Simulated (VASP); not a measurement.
# HfC (Imm2) in VASP: notebook

The runs below take HfC through relaxation of cell and atoms, single point, with LDA, PBEsol.

Everything below comes from runs of VASP 6.6.1. Logs are shortened: lines on timing, memory, paths and dates and some standing lists are left out, and cuts for length are marked.

### 1 The cell of the first run

Symmetry: Imm2, No. 44, orthorhombic system. Conventional cell: a = 2.793 Å, b = 4.994 Å, c = 3.695 Å, α = 90.00°, β = 90.00°, γ = 90.00°. Within 2.4 Å of Hf (site symmetry mm2) lie 2 C at 1.80 Å. Within 2.4 Å of C (site symmetry mm2) lie 2 Hf at 1.80 Å.

### 2 Relaxation of cell and atoms, LDA

Input file INCAR:

```
SYSTEM = HfC
PREC     = Accurate       ! precision mode
ENCUT    = 600            ! plane-wave cutoff, eV
EDIFF    = 1E-6           ! SCF threshold, eV
ISMEAR   = -1             ! smearing method
SIGMA    = 0.05           ! smearing width, eV
LREAL    = .False.        ! projectors in reciprocal space
LASPH    = .True.         ! aspherical terms in the spheres
NELM     = 60             ! most SCF steps
ALGO     = Normal         ! electronic algorithm
ISIF     = 3              ! what is computed and relaxed
LWAVE    = .False.        ! write WAVECAR
LCHARG   = .False.        ! write CHGCAR
GGA      = CA             ! functional
IBRION   = 2              ! ionic algorithm
NSW      = 60             ! ionic steps
EDIFFG   = -0.01          ! ionic threshold
```

Input file KPOINTS:

```
regular mesh
0
Gamma
  12 12 12
  0 0 0
```

Input file POSCAR:

```
HfC
1.0
   -1.3966732300      2.4971805100      1.8473367300
    1.3966732300     -2.4971805100      1.8473367300
    1.3966732300      2.4971805100     -1.8473367300
Hf C
1 1
Direct
    0.9847118300      0.9847118300      0.0000000000
    0.6794548300      0.1794548300      0.5000000000
```

Potentials or basis: VASP PAW LDA potentials, release 64 (Hf_pv, C).

Run with:

```sh
cat potpaw_LDA.64/Hf_pv/POTCAR potpaw_LDA.64/C/POTCAR > POTCAR
mpirun -np 1 vasp_std > vasp.out
```

OUTCAR:

```text
SYSTEM = HfC
   PREC = Accurate
   ENCUT = 600
   EDIFF = 1E-6
   ISMEAR = -1
   LREAL = .False.
   LASPH = .True.
   NELM = 60
   ISIF = 3
   GGA = CA
   IBRION = 2
   NSW = 60
   EDIFFG = -0.01

 ion  position               nearest neighbor table
   1  0.985  0.985  0.000-   2 1.80   2 1.80   2 2.60   2 2.60   2 2.92   2 2.92
   2  0.679  0.179  0.500-   1 1.80   1 1.80   1 2.60   1 2.60   1 2.92   1 2.92

  LATTYP: Found a body centered orthorhombic cell.
 ALAT       =     2.7933464600
 B/A-ratio  =     1.3226692474
 C/A-ratio  =     1.7879490036

  Lattice vectors:

 A1 = (   1.3966732300,  -2.4971805100,  -1.8473367300)
 A2 = (  -1.3966732300,  -2.4971805100,   1.8473367300)
 A3 = (  -1.3966732300,   2.4971805100,  -1.8473367300)

Analysis of symmetry for initial positions (statically):
=====================================================================
 Subroutine PRICEL returns:
 Original cell was already a primitive cell.

 Routine SETGRP: Setting up the symmetry group for a
 body centered orthorhombic supercell.

 Subroutine GETGRP returns: Found  4 space group operations
 (whereof  4 operations were pure point group operations)
 out of a pool of  8 trial point group operations.

The static configuration has the point symmetry C_2v.

Analysis of symmetry for dynamics (positions and initial velocities):
=====================================================================
 Subroutine PRICEL returns:
 Original cell was already a primitive cell.

 Routine SETGRP: Setting up the symmetry group for a
 body centered orthorhombic supercell.

 Subroutine GETGRP returns: Found  4 space group operations
 (whereof  4 operations were pure point group operations)
 out of a pool of  8 trial point group operations.

The dynamic configuration has the point symmetry C_2v.

 Subroutine INISYM returns: Found  4 space group operations
 (whereof  4 operations are pure point group operations),
 and found     1 'primitive' translations

----------------------------------------------------------------------------------------

                                     Primitive cell

  volume of cell :      25.7722

  direct lattice vectors                    reciprocal lattice vectors
    -1.396673230  2.497180510  1.847336730     0.000000000  0.200225814  0.270659914
     1.396673230 -2.497180510  1.847336730     0.357993544  0.000000000  0.270659914
     1.396673230  2.497180510 -1.847336730     0.357993544  0.200225814  0.000000000

  length of vectors
     3.405768578  3.405768578  3.405768578     0.336670708  0.448794125  0.410182587

  position of ions in fractional coordinates (direct lattice)
     0.984711830  0.984711830  0.000000000
     0.679454830  0.179454830  0.500000000

  ion indices of the primitive-cell ions
   primitive index   ion index
                 1           1
                 2           2

----------------------------------------------------------------------------------------

 KPOINTS: regular mesh

Automatic generation of k-mesh.
 Grid dimensions read from file:
 generate k-points for:   12   12   12

 Generating k-lattice:

  Cartesian coordinates                     Fractional coordinates (reciprocal lattice)
     0.000000000  0.016685484  0.022554993     0.083333333  0.000000000  0.000000000
     0.029832795  0.000000000  0.022554993     0.000000000  0.083333333  0.000000000
     0.029832795  0.016685484  0.000000000     0.000000000  0.000000000  0.083333333

  Length of vectors
     0.028055892  0.037399510  0.034181882

  Shift w.r.t. Gamma in fractional coordinates (k-lattice)
     0.000000000  0.000000000  0.000000000

 Subroutine IBZKPT returns following result:
 ===========================================

 Found    280 irreducible k-points:

 Following reciprocal coordinates:
            Coordinates               Weight
  0.000000  0.000000  0.000000      1.000000
  0.083333  0.000000  0.000000      4.000000
  0.166667  0.000000 -0.000000      4.000000
  0.250000  0.000000 -0.000000      4.000000
  0.333333  0.000000 -0.000000      4.000000
  0.416667  0.000000 -0.000000      4.000000
[... 16 lines left out ...]
  0.250000  0.166667 -0.000000      8.000000
  0.333333  0.166667 -0.000000      8.000000
 [... further k-points ...]
   k-points           NKPTS =    280   k-points in BZ     NKDIM =    280   number of bands    NBANDS=     11
   number of dos      NEDOS =    301   number of ions     NIONS =      2
   total plane-waves  NPLWV =  21952
   dimension x,y,z NGX =    28 NGY =   28 NGZ =   28
   dimension x,y,z NGXF=    56 NGYF=   56 NGZF=   56
   ions per type =               1   1
   NGX,Y,Z   is equivalent  to a cutoff of  13.67, 13.67, 13.67 a.u.
   NGXF,Y,Z  is equivalent  to a cutoff of  27.34, 27.34, 27.34 a.u.
 SYSTEM =  HfC
   PREC   = accura    normal or accurate (medium, high low for compatibility)
   ISTART =      0    job   : 0-new  1-cont  2-samecut
   ICHARG =      2    charge: 1-file 2-atom 10-const
   ISPIN  =      1    spin polarized calculation?
   LNONCOLLINEAR =      F non collinear calculations
   LSORBIT =      F    spin-orbit coupling
   LASPH  =      T    aspherical Exc in radial PAW
   ENCUT  =  600.0 eV  44.10 Ry    6.64 a.u.   6.80  6.80  6.80*2*pi/ulx,y,z
   NELM   =     60;   NELMIN=  2; NELMDL= -5     # of ELM steps
   EDIFF  = 0.1E-05   stopping-criterion for ELM
   LREAL  =      F    real-space projection
   EDIFFG = -.1E-01   stopping-criterion for IOM
   NSW    =     60    number of steps for IOM
   IBRION =      2    ionic relax: 0-MD 1-quasi-New 2-CG
   NFREE  =      1    steps in history (QN), initial steepest desc. (CG)
   ISIF   =      3    stress and relaxation
   ISYM   =      2    0-nonsym 1-usesym 2-fastsym
   POTIM  = 0.5000    time-step for ionic-motion
   TEBEG  =    0.0;   TEEND  =   0.0 temperature during run
   PSTRESS=    0.0 pullay stress
   NELECT =      14.0000    total number of electrons
   NUPDOWN=      -1.0000    fix difference up-down
   EMIN   =  10.00;   EMAX   =-10.00  energy-range for DOS
   EFERMI =   0.00;   METHOD = LEGACY
   ISMEAR =    -1;   SIGMA  =   0.05  broadening in eV -4-tet -1-fermi 0-gaus
   EFERMI_NEDOS =   21; number of points for ismear=-14 and -15
   IALGO  =     38    algorithm
   IMIX   =      4    mixing-type and parameters
     AMIX     =   0.40;   BMIX     =  1.00
     AMIX_MAG =   1.60;   BMIX_MAG =  1.00
  volume/ion in A,a.u.               =      12.89        86.96
  Fermi-wavevector in a.u.,A,eV,Ry     =   1.335777  2.524252 24.276872  1.784300
  Thomas-Fermi vector in A             =   2.464455
   LORBIT       =      0    0 simple, 1 ext, 2 COOP (PROOUT), +10 PAW based schemes
   GGA     = CA    functional components
   LHFCALC =     F    Hartree Fock is set to
   AEXX    =    0.0000 exact exchange contribution
   IVDW    =     0    specifies the selected vdW correction
   LEPSILON=     F    determine dielectric tensor
   LRPA    =     F    only Hartree local field effects (RPA)
 conjugate gradient relaxation of ions
 non-spin polarized calculation
  energy-cutoff  :      600.00
  volume of cell :       25.77
 maximum number of plane-waves:       875
   NGX = 13   NGY = 13   NGZ = 13

--------------------------------------- Ionic step        1  -------------------------------------------

 number of electron      14.0000001 magnetization

 Free energy of the ion-electron system (eV)
  ---------------------------------------------------
  ext. energy  EPLUGINS =         0.00000000
  ---------------------------------------------------
  free energy    TOTEN  =       -18.60072267 eV

  energy without entropy =      -18.60046566  energy(sigma->0) =      -18.60059416

------------------------ aborting loop because EDIFF is reached ----------------------------------------

  FORCE on cell =-STRESS in cart. coord.  units (eV):
  Direction    XX          YY          ZZ          XY          YZ          ZX
  --------------------------------------------------------------------------------------
  -------------------------------------------------------------------------------------
  Total       24.6899764     -5.2212818      7.6594600      0.0000000      0.0000000      0.0000000
  in kB     1534.9013060   -324.5913310    476.1655077      0.0000000      0.0000000      0.0000000
  external PRESSURE =     562.1584943 kB  Pullay stress =       0.0000000 kB
[... 769 lines left out ...]
 k-point    24 :       0.3333    0.1667   -0.0000
  band No.  band energies     occupation
      1     -28.1362      2.00000
      2     -28.1030      2.00000
      3     -27.7462      2.00000
      4      -5.4367      2.00000
      5      -0.8271      2.00000
      6       0.8779      2.00000
      7       1.2538      2.00000
      8       5.4294      0.00000
      9       5.7197      0.00000
     10       7.1679      0.00000
     11       7.8165      0.00000

 [... further k-points ...]

[... ionic steps 4 to 18 ...]

--------------------------------------- Ionic step       19  -------------------------------------------

 number of electron      14.0000000 magnetization

------------------------ aborting loop because EDIFF is reached ----------------------------------------

  FORCE on cell =-STRESS in cart. coord.  units (eV):
  Direction    XX          YY          ZZ          XY          YZ          ZX
  --------------------------------------------------------------------------------------
  -------------------------------------------------------------------------------------
  Total        0.0360254      0.0745972      0.0091032      0.0000000      0.0000000      0.0000000
  in kB        2.4113482      4.9931382      0.6093233      0.0000000      0.0000000      0.0000000
  external PRESSURE =       2.6712699 kB  Pullay stress =       0.0000000 kB
[... 57 lines left out ...]
  energy  without entropy=      -22.8960417073  energy(sigma->0) =      -22.89733737

--------------------------------------- Ionic step       21  -------------------------------------------

 number of electron      14.0000000 magnetization

 Free energy of the ion-electron system (eV)
  ---------------------------------------------------
  ext. energy  EPLUGINS =         0.00000000
  ---------------------------------------------------
  free energy    TOTEN  =       -22.89868582 eV

  energy without entropy =      -22.89609795  energy(sigma->0) =      -22.89739189

 E-fermi :   6.2682     XC(G=0): -12.7220

 val. band max:        6.2383694791   @ k =   0.5000   0.5000   0.5000
 cond. band min:       6.3148226588   @ k =   0.4167  -0.3333   0.3333
 fundamental gap:      0.0764531796
 Fermi energy:         6.2681633031

 k-point     1 :       0.0000    0.0000    0.0000
  band No.  band energies     occupation
      1     -22.9421      2.00000
      2     -22.9417      2.00000
      3     -22.9415      2.00000
      4      -6.1508      2.00000
      5       7.2804      0.00000
      6       7.2825      0.00000
      7       7.2839      0.00000
      8       7.5407      0.00000
      9       7.5446      0.00000
     10       7.5469      0.00000
     11       9.7029      0.00000
[... 351 lines left out ...]
  FREE ENERGIE OF THE ION-ELECTRON SYSTEM (eV)
  ---------------------------------------------------
  free  energy   TOTEN  =       -22.8986858248 eV

  energy  without entropy=      -22.8960979483  energy(sigma->0) =      -22.89739189

 reached required accuracy - stopping structural energy minimisation
```

It took 17 min on 1 thread of Intel Xeon 6975P-C, shared host; peak memory 0.27 GiB.

What came out:

```
Free energy                            : -22.8987 eV
Relaxed volume                         : 11.98 Å³/atom
Relaxed cell                           : a = 3.236 Å, b = 3.236 Å, c = 3.236 Å, α = 120.01°, β = 90.00°, γ = 119.98°
Space group after relaxing (to 0.05 Å) : Fm-3m (No. 225)
Energy gained by relaxing              : 2149.0 meV/atom
Ionic steps                            : 21
Pressure after relaxing                : 0.0 GPa
Band gap on the k mesh                 : zero (band 7 reaches 7.28 eV, above the bottom of band 8 at 5.82 eV)
```

Stress tensor (GPa, compression positive):
```
 0.01  0.00  0.00
 0.00  0.00  0.00
 0.00  0.00 -0.09
```

Step by step:
| step | energy change (eV) | largest force (eV/Å) | pressure (GPa) | volume (Å³) |
| --- | --- | --- | --- | --- |
| 1 | 0.0000 | 11.1856 | 56.22 | 25.77 |
| 2 | -0.1711 | 1.2729 | -30.48 | 42.58 |
| 3 | -0.6336 | 0.8816 | -33.30 | 40.06 |
| 4 | -1.1860 | 0.3280 | -36.82 | 37.70 |
| 5 | -2.7194 | 0.2179 | -37.50 | 31.75 |
| 6 | -2.8825 | 1.3148 | -18.31 | 28.76 |
| 7 | -2.9448 | 0.2906 | -29.48 | 30.02 |
| 8 | -2.9530 | 0.4728 | -27.23 | 29.71 |
| 9 | -3.6383 | 0.8865 | 30.49 | 22.48 |
| 10 | -3.9334 | 1.1092 | 1.13 | 24.67 |
| 11 | -4.1896 | 1.0909 | 3.31 | 23.84 |
| 12 | -4.1926 | 1.0246 | 4.45 | 23.70 |
| 13 | -4.2739 | 0.1326 | -4.60 | 24.40 |
| 14 | -4.2739 | 0.1312 | -4.61 | 24.40 |
| 15 | -4.2889 | 0.2357 | 4.34 | 23.59 |
| 16 | -4.2962 | 0.0930 | 0.92 | 23.88 |
| 17 | -4.2975 | 0.0420 | -0.86 | 24.04 |
| 18 | -4.2977 | 0.0554 | -0.40 | 24.00 |
| 19 | -4.2979 | 0.0191 | 0.27 | 23.94 |
| 20 | -4.2979 | 0.0234 | 0.18 | 23.94 |
| 21 | -4.2980 | 0.0009 | -0.03 | 23.96 |

Final structure:
```
Hf C
1.0
    -1.61773    2.28810    1.61838
     1.61773   -2.28810    1.61838
     1.61773    2.28810   -1.61838
Hf C
1 1
Direct
  0.08210 0.08210 0.00000
  0.58206 0.08206 0.50000
```

Caveat: spin-orbit coupling is left out, which moves the levels of the heavy elements.

[end of part 1 of 2]
